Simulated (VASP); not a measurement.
## WSe2: single point with PBEsol

The system is WSe2.

```
W Se
1.0
     3.18344    0.00000    0.00000
    -1.59172    2.75694    0.00000
     0.00000    0.00000   12.05243
W Se
2 4
Direct
  0.66667 0.33333 0.75000
  0.33333 0.66667 0.25000
  0.33333 0.66667 0.88994
  0.66667 0.33333 0.38994
  0.33333 0.66667 0.61006
  0.66667 0.33333 0.11006
```

```yaml
Program: VASP 6.6.1
Task: single point
Functional: PBEsol
Potentials_or_basis: VASP PAW PBE potentials, release 64 (W_sv, Se)
Cutoff: 520 eV
k_mesh: 12 × 12 × 4
Occupations: gaussian, width 0.02 eV
Spin: no spin polarisation
```

The pressure is 10.6 GPa and the largest force is 0.075 eV/Å. The band gap on the k mesh is 0.49 eV (least direct gap 1.32 eV).

Forces in eV/Å, atoms in the order of the input:
```
W    0.000  0.000  0.000
W    0.000  0.000  0.000
Se   0.000  0.000  0.075
Se   0.000  0.000  0.075
Se   0.000  0.000 -0.075
Se   0.000  0.000 -0.075
```

Stress tensor (GPa, compression positive):
```
10.51  0.00  0.00
 0.00 10.51  0.00
 0.00  0.00 10.80
```

Levels at points of the mesh, in eV from the valence-band top:
```
           k point  band 22  band 23  band 24  band 25  band 26  band 27  band 28  band 29  band 30  band 31
(0.00, 0.00, 0.00)    -1.64    -1.49    -1.49    -0.56     0.00     2.59     2.59     2.65     2.65     2.78
(0.50, 0.00, 0.00)    -2.73    -1.91    -1.62    -1.61    -0.94     2.06     2.31     2.39     2.78     2.90
(0.00, 0.00, 0.50)    -1.56    -1.56    -1.56    -0.14    -0.14     2.61     2.61     2.61     2.61     2.96
(0.50, 0.00, 0.50)    -3.08    -1.70    -1.70    -1.28    -1.28     2.34     2.34     2.54     2.54     3.35
```

It took 92 s on 1 thread of Intel(R) Xeon(R) 6975P-C (Granite Rapids) (shared host), peak memory 0.32 GiB.

Caveat: the cell stands under pressure; the PAW data sets were made with another functional, which shifts forces and pressure a little; spin-orbit coupling is left out, which moves the levels of the heavy elements. A k mesh can miss the band edges.
